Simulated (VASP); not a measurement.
# LiFeS (P4/nmm) in VASP: a series of runs, part 2 of 2

VASP 6.6.1. Earlier steps stand in the parts before.

### 4 Single point, PBE, collinear spin, ferromagnetic start

Input file INCAR:

```
SYSTEM = LiFeS
PREC = Accurate
ENCUT = 520
EDIFF = 1E-7
ISMEAR = 1
SIGMA = 0.1833
LREAL = .FALSE.
LASPH = .TRUE.
NELM = 150
ALGO = Normal
ISIF = 2
LWAVE = .FALSE.
LCHARG = .TRUE.
ISPIN = 2
MAGMOM = 3 3 0 0 0 0
LORBIT = 11
LMAXMIX = 4
GGA = PE
LELF = .TRUE.
LVHAR = .TRUE.
NBANDS = 30
```

Input file KPOINTS:

```
Automatic mesh
0
G
  4 4 3
  0 0 0
```

Input file POSCAR:

```
LiFeS
1.0
    4.1398747800      0.0000000000      0.0000000000
    0.0000000000      4.1398747800      0.0000000000
    0.0000000000      0.0000000000      5.9669085700
Fe S Li
2 2 2
Direct
    0.0000000000      0.0000000000      0.0000000000
    0.5000000000      0.5000000000      0.0000000000
    0.0000000000      0.5000000000      0.7638000000
    0.5000000000      0.0000000000      0.2362000000
    0.0000000000      0.0000000000      0.5000000000
    0.5000000000      0.5000000000      0.5000000000
```

Potentials or basis: VASP PAW PBE potentials, release 64 (Fe, S, Li_sv).

Run with:

```bash
> cat potpaw_PBE.64/Fe/POTCAR potpaw_PBE.64/S/POTCAR potpaw_PBE.64/Li_sv/POTCAR > POTCAR
> mpirun -np 1 vasp_std > vasp.out
```

OUTCAR:

```text
SYSTEM = LiFeS
   PREC = Accurate
   ENCUT = 520
   EDIFF = 1E-7
   ISMEAR = 1
   LREAL = .FALSE.
   LASPH = .TRUE.
   NELM = 150
   ISIF = 2
   ISPIN = 2
   LORBIT = 11
   GGA = PE

 ion  position               nearest neighbor table
   1  0.000  0.000  0.000-   3 2.50   4 2.50   3 2.50   4 2.50   2 2.93   2 2.93   2 2.93   2 2.93

   2  0.500  0.500  0.000-   3 2.50   4 2.50   4 2.50   3 2.50   1 2.93   1 2.93   1 2.93   1 2.93

   3  0.000  0.500  0.764-   1 2.50   2 2.50   1 2.50   2 2.50   5 2.60   5 2.60   6 2.60   6 2.60

   4  0.500  0.000  0.236-   1 2.50   2 2.50   2 2.50   1 2.50   5 2.60   6 2.60   6 2.60   5 2.60

[... 1001 lines left out ...]
 -----------------------------------------------------------------------------------
      0.00000      0.00000      0.00000        -0.000000     -0.000000      0.000000
      2.06994      2.06994      0.00000         0.000000      0.000000      0.000000
      0.00000      2.06994      4.55752        -0.000000      0.000000      0.054689
      2.06994      0.00000      1.40938        -0.000000     -0.000000     -0.054689
      0.00000      0.00000      2.98345        -0.000000     -0.000000      0.000000
      2.06994      2.06994      2.98345        -0.000000     -0.000000      0.000000
 -----------------------------------------------------------------------------------
    total drift:                                0.000000     -0.000000     -0.000000

  FREE ENERGIE OF THE ION-ELECTRON SYSTEM (eV)
  ---------------------------------------------------
  free  energy   TOTEN  =       -31.4189714141 eV

  energy  without entropy=      -31.4220893843  energy(sigma->0) =      -31.42001074

 total charge

# of ion       s       p       d       tot
------------------------------------------
    1        0.280   0.296   6.255   6.831
    2        0.280   0.296   6.255   6.831
    3        1.305   2.375   0.000   3.680
    4        1.305   2.375   0.000   3.680
    5        2.013   0.045   0.000   2.058
    6        2.013   0.045   0.000   2.058
--------------------------------------------------
tot          7.196   5.432  12.510  25.138

 magnetization (x)

# of ion       s       p       d       tot
------------------------------------------
    1        0.012   0.011   2.885   2.908
    2        0.012   0.011   2.885   2.908
    3        0.008   0.074   0.000   0.082
    4        0.008   0.074   0.000   0.082
    5        0.002   0.000   0.000   0.002
    6        0.002   0.000   0.000   0.002
--------------------------------------------------
tot          0.043   0.171   5.770   5.984
```

OSZICAR:

```text
N       E                     dE             d eps       ncg     rms          rms(c)
DAV:   1     0.251840776776E+03    0.25184E+03   -0.13964E+04  1440   0.116E+03
DAV:   2    -0.162541024640E+01   -0.25347E+03   -0.23492E+03  1440   0.294E+02
DAV:   3    -0.310647862216E+02   -0.29439E+02   -0.28355E+02  2114   0.955E+01
DAV:   4    -0.334723846775E+02   -0.24076E+01   -0.23090E+01  2520   0.252E+01
DAV:   5    -0.336723744474E+02   -0.19999E+00   -0.19990E+00  2078   0.542E+00    0.193E+01
DAV:   6    -0.370306899786E+02   -0.33583E+01   -0.52592E+01  1928   0.779E+01    0.331E+01
DAV:   7    -0.312502734888E+02    0.57804E+01   -0.12968E+01  1818   0.637E+01    0.723E+00
DAV:   8    -0.314392143696E+02   -0.18894E+00   -0.20596E+00  1988   0.853E+00    0.349E+00
DAV:   9    -0.314122735654E+02    0.26941E-01   -0.13179E-01  2174   0.306E+00    0.134E+00
DAV:  10    -0.314205510762E+02   -0.82775E-02   -0.49074E-02  2196   0.166E+00    0.608E-01
DAV:  11    -0.314186607269E+02    0.18903E-02   -0.33625E-03  2064   0.533E-01    0.197E-01
DAV:  12    -0.314188090541E+02   -0.14833E-03   -0.13502E-03  1994   0.227E-01    0.151E-01
DAV:  13    -0.314189095926E+02   -0.10054E-03   -0.18003E-04  1764   0.768E-02    0.114E-01
DAV:  14    -0.314189521420E+02   -0.42549E-04   -0.73214E-05  1822   0.577E-02    0.471E-02
DAV:  15    -0.314189710875E+02   -0.18945E-04   -0.37604E-05  1680   0.426E-02    0.175E-02
DAV:  16    -0.314189710209E+02    0.66598E-07   -0.47473E-06  2158   0.127E-02    0.724E-03
DAV:  17    -0.314189713462E+02   -0.32527E-06   -0.61097E-07  1662   0.496E-03    0.350E-03
DAV:  18    -0.314189714141E+02   -0.67884E-07   -0.16255E-07  1416   0.281E-03
   1 F= -.31418971E+02 E0= -.31420011E+02  d E =0.311797E-02  mag=     6.0416
```

stdout:

```text
POSCAR found type information on POSCAR FeS Li
 POSCAR found :  3 types and       6 ions
 scaLAPACK will be used
 LDA part: xc-table for (Slater+PW92), standard interpolation
 POSCAR, INCAR and KPOINTS ok, starting setup
 FFT: planning ... GRIDC
 FFT: planning ... GRID_SOFT
 FFT: planning ... GRID
 WAVECAR not read
 entering main loop
```

Run time: 57 s. Hardware: 1 thread of AMD EPYC 9R45 (Zen 5), shared host; peak memory 0.24 GiB.

What came out:

| Quantity | Value |
| --- | --- |
| Free energy | -31.4190 eV |
| Largest force | 0.055 eV/Å |
| Net moment | 6.04 μB per cell |
| Site moments | Fe +2.91; S +0.08; Li +0.00 μB |
| Valence electrons inside the program's atomic spheres | Fe 6.83; S 3.68; Li 2.06 |

Forces in eV/Å, atoms in the order of the input:
```
Fe   0.000  0.000  0.000
Fe   0.000  0.000  0.000
S    0.000  0.000  0.055
S    0.000  0.000 -0.055
Li   0.000  0.000  0.000
Li   0.000  0.000  0.000
```

Levels at points of the mesh, in eV from the Fermi level:
Spin up:
```csv
k point,band 17,band 18,band 19,band 20,band 21,band 22,band 23,band 24
"(0.00, 0.00, 0.00)",-1.40,-1.21,-0.70,-0.70,-0.15,1.36,3.09,3.40
"(0.50, 0.00, 0.00)",-1.45,-1.45,-1.18,-1.18,2.44,2.44,3.59,3.59
"(0.50, 0.50, 0.00)",-2.28,-2.28,-1.21,-1.21,1.29,1.29,3.19,3.19
```
Spin down:
| k point | band 10 | band 11 | band 12 | band 13 | band 14 | band 15 | band 16 | band 17 | band 18 | band 19 |
| --- | --- | --- | --- | --- | --- | --- | --- | --- | --- | --- |
| (0.00, 0.00, 0.00) | -3.98 | -1.36 | -0.27 | -0.26 | -0.24 | -0.01 | 0.99 | 0.99 | 1.07 | 1.21 |
| (0.50, 0.00, 0.00) | -4.08 | -0.35 | -0.35 | -0.20 | -0.20 | -0.03 | -0.03 | 1.00 | 1.00 | 1.17 |
| (0.50, 0.50, 0.00) | -4.40 | -1.08 | -1.08 | -0.99 | -0.99 | 0.51 | 0.51 | 0.88 | 0.88 | 1.05 |

Caveat: the k points lie up to 0.38 Å⁻¹ apart; only a ferromagnetic start was run, and an antiferromagnetic order may lie lower in energy. With open d or f shells a metallic result of PBE can be an artefact of self-interaction; +U or a hybrid may open a gap.
